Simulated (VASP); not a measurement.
Input of a VASP 6.6.1 run:

File INCAR:

```
SYSTEM = AgI
PREC = Accurate
ENCUT = 500
EDIFF = 1E-6
ISMEAR = 0
SIGMA = 0.02
LREAL = .FALSE.
LASPH = .TRUE.
NELM = 120
ALGO = Normal
ISIF = 2
LWAVE = .FALSE.
LCHARG = .FALSE.
GGA = PE
NBANDS = 26
GGA_COMPAT = .FALSE.
```

KPOINTS

```
Automatic mesh
0
G
  6 6 4
  0 0 0
```

Contents of POSCAR:

```
AgI
1.0
    4.7565810929      0.0000000000      0.0000000000
   -2.3782905464      4.1193200616      0.0000000000
    0.0000000000      0.0000000000      7.5921823244
Ag I
2 2
Direct
    0.3333333333      0.6666666667      0.0024494374
    0.6666666667      0.3333333333      0.5024494374
    0.3333333333      0.6666666667      0.3774505626
    0.6666666667      0.3333333333      0.8774505626
```

Potentials or basis: VASP PAW PBE potentials, release 64 (Ag, I).

The run is started by

```console
$ cat potpaw_PBE.64/Ag/POTCAR potpaw_PBE.64/I/POTCAR > POTCAR
$ mpirun -np 1 vasp_std > vasp.out
```

(1) Estimate the pressure.

(2) What does it give for the largest force?

(3) Estimate the band gap on the k mesh.

## Answers

(1) -0.6 GPa.

(2) 0.076 eV/Å.

(3) 1.39 eV.

Caveat: the cell differs from its parent crystal (biaxial strain in the a-b plane: +1.5 %); spin-orbit coupling is left out, which moves the levels of the heavy elements.
